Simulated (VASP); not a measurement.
# K2Sb (I4/mmm) in VASP: single point with PBE

Aim: the single point of K2Sb with PBE.

Program: VASP 6.6.1. These are calculated values, not measurements. Logs are shortened: lines on timing, memory, paths and dates and some standing lists are left out, and cuts for length are marked.

## 1. The cell of the first run

Symmetry: I4/mmm, No. 139, tetragonal system. The conventional cell has a = 4.592 Å, b = 4.592 Å, c = 11.205 Å, α = 90.00°, β = 90.00°, γ = 90.00°. K (site symmetry 4mm) has 9 K at 3.45 to 4.59 Å and 5 Sb at 3.68 to 3.88 Å within 4.6 Å. Within 4.8 Å of Sb (site symmetry 4/mmm) lie 10 K at 3.68 to 3.88 Å and 4 Sb at 4.59 Å.

## 2. Single point, PBE

INCAR reads:

```
SYSTEM = K2Sb
  PREC = Accurate
  ENCUT = 520
  EDIFF = 1E-6
  ISMEAR = 0
  SIGMA = 0.1
  LREAL = .FALSE.
  LASPH = .TRUE.
  NELM = 80
  ALGO = Fast
  ISIF = 2
  LWAVE = .FALSE.
  LCHARG = .FALSE.
  GGA = PE
  NBANDS = 18
```

KPOINTS reads:

```
Automatic mesh
0
G
  14 14 14
  0 0 0
```

POSCAR reads:

```
K2Sb
1.0
   -2.2958257789      2.2958257789      5.6025550547
    2.2958257789     -2.2958257789      5.6025550547
    2.2958257789      2.2958257789     -5.6025550547
K Sb
2 1
Direct
    0.6538012782      0.6538012782      0.0000000000
    0.3461987218      0.3461987218      0.0000000000
    0.0000000000      0.0000000000      0.0000000000
```

Potentials or basis: VASP PAW PBE potentials, release 64 (K_sv, Sb).

Started as:

```
cat potpaw_PBE.64/K_sv/POTCAR potpaw_PBE.64/Sb/POTCAR > POTCAR
mpirun -np 1 vasp_std > vasp.out
```

OUTCAR:

```text
SYSTEM = K2Sb
   PREC = Accurate
   ENCUT = 520
   EDIFF = 1E-6
   ISMEAR = 0
   LREAL = .FALSE.
   LASPH = .TRUE.
   NELM = 80
   ISIF = 2
   GGA = PE

 ion  position               nearest neighbor table
   1  0.654  0.654  0.000-   2 3.45   3 3.68   3 3.68   3 3.68   3 3.68
   2  0.346  0.346  0.000-   1 3.45   3 3.68   3 3.68   3 3.68   3 3.68
   3  0.000  0.000  0.000-   1 3.68   1 3.68   1 3.68   2 3.68   1 3.68   2 3.68   2 3.68   2 3.68

  LATTYP: Found a body centered tetragonal cell.
 ALAT       =     4.5916515578
 C/A-ratio  =     2.4403223913

  Lattice vectors:

 A1 = (  -2.2958257789,   2.2958257789,   5.6025550547)
 A2 = (   2.2958257789,  -2.2958257789,   5.6025550547)
 A3 = (   2.2958257789,   2.2958257789,  -5.6025550547)

Analysis of symmetry for initial positions (statically):
=====================================================================
 Subroutine PRICEL returns:
 Original cell was already a primitive cell.

 Routine SETGRP: Setting up the symmetry group for a
 body centered tetragonal supercell.

 Subroutine GETGRP returns: Found 16 space group operations
 (whereof 16 operations were pure point group operations)
 out of a pool of 16 trial point group operations.

The static configuration has the point symmetry D_4h.

Analysis of symmetry for dynamics (positions and initial velocities):
=====================================================================
 Subroutine PRICEL returns:
 Original cell was already a primitive cell.

 Routine SETGRP: Setting up the symmetry group for a
 body centered tetragonal supercell.

 Subroutine GETGRP returns: Found 16 space group operations
 (whereof 16 operations were pure point group operations)
 out of a pool of 16 trial point group operations.

The dynamic configuration has the point symmetry D_4h.

 Subroutine INISYM returns: Found 16 space group operations
 (whereof 16 operations are pure point group operations),
 and found     1 'primitive' translations

----------------------------------------------------------------------------------------

                                     Primitive cell

  volume of cell :     118.1201

  direct lattice vectors                    reciprocal lattice vectors
    -2.295825779  2.295825779  5.602555055     0.000000000  0.217786561  0.089244995
     2.295825779 -2.295825779  5.602555055     0.217786561  0.000000000  0.089244995
     2.295825779  2.295825779 -5.602555055     0.217786561  0.217786561  0.000000000

  length of vectors
     6.475357531  6.475357531  6.475357531     0.235362816  0.235362816  0.307996708

  position of ions in fractional coordinates (direct lattice)
     0.653801278  0.653801278  0.000000000
     0.346198722  0.346198722  0.000000000
     0.000000000  0.000000000  0.000000000

  ion indices of the primitive-cell ions
   primitive index   ion index
                 1           1
                 2           2
                 3           3

----------------------------------------------------------------------------------------

 KPOINTS: Automatic mesh

Automatic generation of k-mesh.
 Grid dimensions read from file:
 generate k-points for:   14   14   14

 Generating k-lattice:

  Cartesian coordinates                     Fractional coordinates (reciprocal lattice)
     0.000000000  0.015556183  0.006374643     0.071428571  0.000000000 -0.000000000
     0.015556183  0.000000000  0.006374643     0.000000000  0.071428571 -0.000000000
     0.015556183  0.015556183  0.000000000     0.000000000  0.000000000  0.071428571

  Length of vectors
     0.016811630  0.016811630  0.021999765

  Shift w.r.t. Gamma in fractional coordinates (k-lattice)
     0.000000000  0.000000000  0.000000000

 Subroutine IBZKPT returns following result:
 ===========================================

 Found    244 irreducible k-points:

 Following reciprocal coordinates:
            Coordinates               Weight
  0.000000  0.000000  0.000000      1.000000
  0.071429  0.000000  0.000000      8.000000
  0.142857  0.000000  0.000000      8.000000
  0.214286  0.000000  0.000000      8.000000
  0.285714  0.000000  0.000000      8.000000
  0.357143  0.000000  0.000000      8.000000
[... 16 lines left out ...]
  0.214286  0.142857  0.000000     16.000000
  0.285714  0.142857  0.000000     16.000000
 [... further k-points ...]
   k-points           NKPTS =    244   k-points in BZ     NKDIM =    244   number of bands    NBANDS=     18
   number of dos      NEDOS =    301   number of ions     NIONS =      3
   total plane-waves  NPLWV = 110592
   dimension x,y,z NGX =    48 NGY =   48 NGZ =   48
   dimension x,y,z NGXF=    96 NGYF=   96 NGZF=   96
   ions per type =               2   1
   NGX,Y,Z   is equivalent  to a cutoff of  12.32, 12.32, 12.32 a.u.
   NGXF,Y,Z  is equivalent  to a cutoff of  24.65, 24.65, 24.65 a.u.
 SYSTEM =  K2Sb
   PREC   = accura    normal or accurate (medium, high low for compatibility)
   ISTART =      0    job   : 0-new  1-cont  2-samecut
   ICHARG =      2    charge: 1-file 2-atom 10-const
   ISPIN  =      1    spin polarized calculation?
   LNONCOLLINEAR =      F non collinear calculations
   LSORBIT =      F    spin-orbit coupling
   LASPH  =      T    aspherical Exc in radial PAW
   ENCUT  =  520.0 eV  38.22 Ry    6.18 a.u.  12.04 12.04 12.04*2*pi/ulx,y,z
   NELM   =     80;   NELMIN=  2; NELMDL= -5     # of ELM steps
   EDIFF  = 0.1E-05   stopping-criterion for ELM
   LREAL  =      F    real-space projection
   EDIFFG = 0.1E-04   stopping-criterion for IOM
   NSW    =      0    number of steps for IOM
   IBRION =     -1    ionic relax: 0-MD 1-quasi-New 2-CG
   NFREE  =      0    steps in history (QN), initial steepest desc. (CG)
   ISIF   =      2    stress and relaxation
   ISYM   =      2    0-nonsym 1-usesym 2-fastsym
   POTIM  = 0.5000    time-step for ionic-motion
   TEBEG  =    0.0;   TEEND  =   0.0 temperature during run
   PSTRESS=    0.0 pullay stress
   NELECT =      23.0000    total number of electrons
   NUPDOWN=      -1.0000    fix difference up-down
   EMIN   =  10.00;   EMAX   =-10.00  energy-range for DOS
   EFERMI =   0.00;   METHOD = LEGACY
   ISMEAR =     0;   SIGMA  =   0.10  broadening in eV -4-tet -1-fermi 0-gaus
   EFERMI_NEDOS =   21; number of points for ismear=-14 and -15
   IALGO  =     68    algorithm
   IMIX   =      4    mixing-type and parameters
     AMIX     =   0.40;   BMIX     =  1.00
     AMIX_MAG =   1.60;   BMIX_MAG =  1.00
  volume/ion in A,a.u.               =      39.37       265.70
  Fermi-wavevector in a.u.,A,eV,Ry     =   0.948876  1.793116 12.250218  0.900366
  Thomas-Fermi vector in A             =   2.077106
   LORBIT       =      0    0 simple, 1 ext, 2 COOP (PROOUT), +10 PAW based schemes
   GGA     = PE    functional components
   LHFCALC =     F    Hartree Fock is set to
   AEXX    =    0.0000 exact exchange contribution
   IVDW    =     0    specifies the selected vdW correction
   LEPSILON=     F    determine dielectric tensor
   LRPA    =     F    only Hartree local field effects (RPA)
 non-spin polarized calculation
 RMM-DIIS sequential band-by-band and
 Gauss-broadening in eV      SIGMA  =   0.10
  energy-cutoff  :      520.00
  volume of cell :      118.12
 maximum number of plane-waves:      3220
   NGX = 25   NGY = 25   NGZ = 25

 number of electron      23.0000000 magnetization

 Free energy of the ion-electron system (eV)
  ---------------------------------------------------
  ext. energy  EPLUGINS =         0.00000000
  ---------------------------------------------------
  free energy    TOTEN  =        -7.09138347 eV

  energy without entropy =       -7.08256093  energy(sigma->0) =       -7.08697220

 E-fermi :   1.6639     XC(G=0):  -7.6321

 val. band max:        1.6633609942   @ k =  -0.2143  -0.4286   0.0714
 cond. band min:       1.6644453875   @ k =  -0.2857   0.5000   0.1429
 fundamental gap:      0.0010843933
 Fermi energy:         1.6638827504

 k-point     1 :       0.0000    0.0000    0.0000
  band No.  band energies     occupation
      1     -29.2849      2.00000
      2     -29.2257      2.00000
      3     -12.9823      2.00000
      4     -12.7748      2.00000
      5     -12.7748      2.00000
      6     -12.6972      2.00000
[... 10 lines left out ...]
     17       7.1626      0.00000
     18       7.1686      0.00000

 k-point     2 :       0.0714    0.0000    0.0000
  band No.  band energies     occupation
      1     -29.2842      2.00000
      2     -29.2262      2.00000
      3     -12.9809      2.00000
      4     -12.7784      2.00000
      5     -12.7738      2.00000
      6     -12.7005      2.00000
[... 10 lines left out ...]
     17       7.1079      0.00000
     18       7.1467      0.00000

 k-point     3 :       0.1429    0.0000    0.0000
  band No.  band energies     occupation
      1     -29.2823      2.00000
      2     -29.2276      2.00000
      3     -12.9771      2.00000
      4     -12.7887      2.00000
      5     -12.7711      2.00000
      6     -12.7091      2.00000
[... 10 lines left out ...]
     17       6.9643      0.00000
     18       7.3143      0.00000

 k-point     4 :       0.2143    0.0000    0.0000
  band No.  band energies     occupation
      1     -29.2794      2.00000
      2     -29.2298      2.00000
      3     -12.9722      2.00000
      4     -12.8039      2.00000
      5     -12.7667      2.00000
      6     -12.7198      2.00000
[... 375 lines left out ...]
      4     -12.7972      2.00000
      5     -12.7846      2.00000
      6     -12.7162      2.00000
[... 10 lines left out ...]
     17       6.5378      0.00000
     18       7.2366      0.00000

 k-point    23 :       0.2143    0.1429    0.0000
  band No.  band energies     occupation
      1     -29.2755      2.00000
      2     -29.2329      2.00000
      3     -12.9613      2.00000
      4     -12.8119      2.00000
      5     -12.7872      2.00000
      6     -12.7218      2.00000
[... 10 lines left out ...]
     17       6.8119      0.00000
     18       7.1431      0.00000

 k-point    24 :       0.2857    0.1429    0.0000
  band No.  band energies     occupation
      1     -29.2720      2.00000
      2     -29.2355      2.00000
      3     -12.9564      2.00000
      4     -12.8296      2.00000
      5     -12.7874      2.00000
      6     -12.7246      2.00000
[... 10 lines left out ...]
     17       6.9080      0.00000
     18       7.2143      0.00000

 [... further k-points ...]

------------------------ aborting loop because EDIFF is reached ----------------------------------------

  FORCE on cell =-STRESS in cart. coord.  units (eV):
  Direction    XX          YY          ZZ          XY          YZ          ZX
  --------------------------------------------------------------------------------------
  -------------------------------------------------------------------------------------
  Total        0.0202028      0.0202028      0.0343664      0.0000000      0.0000000      0.0000000
  in kB        0.2740302      0.2740302      0.4661452      0.0000000      0.0000000      0.0000000
  external PRESSURE =       0.3380685 kB  Pullay stress =       0.0000000 kB

 VOLUME and BASIS-vectors are now :
 -----------------------------------------------------------------------------
  energy-cutoff  :      520.00
  volume of cell :      118.12
      direct lattice vectors                 reciprocal lattice vectors
    -2.295825779  2.295825779  5.602555055     0.000000000  0.217786561  0.089244995
     2.295825779 -2.295825779  5.602555055     0.217786561  0.000000000  0.089244995
     2.295825779  2.295825779 -5.602555055     0.217786561  0.217786561  0.000000000

 POSITION                                       TOTAL-FORCE (eV/Angst)
 -----------------------------------------------------------------------------------
      0.00000      0.00000      7.32592         0.000000      0.000000     -0.002285
      0.00000      0.00000      3.87919        -0.000000     -0.000000      0.002285
      0.00000      0.00000      0.00000        -0.000000     -0.000000     -0.000000
 -----------------------------------------------------------------------------------
    total drift:                               -0.000000     -0.000000      0.000000

  FREE ENERGIE OF THE ION-ELECTRON SYSTEM (eV)
  ---------------------------------------------------
  free  energy   TOTEN  =        -7.0913834692 eV

  energy  without entropy=       -7.0825609339  energy(sigma->0) =       -7.08697220
```

Run time: 25 min. Hardware: 1 thread of Intel Xeon Platinum 8259CL at 2.50GHz (Skylake/Cascade Lake), shared host; peak memory 0.68 GiB.

What came out:

| Quantity | Value |
| --- | --- |
| Free energy | -7.0914 eV |
| Pressure | 0.0 GPa |
| Band gap on the k mesh | zero (an odd number of electrons rules out a gap without spin polarisation) |

Forces in eV/Å, atoms in the order of the input:
```
K    0.000  0.000 -0.002
K    0.000  0.000  0.002
Sb   0.000  0.000  0.000
```

Levels at points of the mesh, in eV from the Fermi level:
| k point | band 9 | band 10 | band 11 | band 12 | band 13 | band 14 | band 15 | band 16 |
| --- | --- | --- | --- | --- | --- | --- | --- | --- |
| (0.00, 0.00, 0.00) | -8.12 | -0.98 | 0.38 | 0.38 | 0.90 | 3.41 | 3.69 | 4.31 |
| (0.50, 0.00, 0.00) | -7.74 | -1.85 | -0.64 | 0.50 | 1.71 | 3.64 | 4.35 | 4.54 |
| (0.50, 0.50, 0.00) | -7.57 | -1.28 | -1.25 | -0.61 | 2.78 | 2.79 | 3.30 | 4.88 |
| (0.50, 0.50, 0.50) | -8.00 | -1.96 | 0.47 | 0.47 | 2.49 | 3.29 | 4.13 | 4.31 |

Caveat: spin-orbit coupling is left out, which moves the levels of the heavy elements.
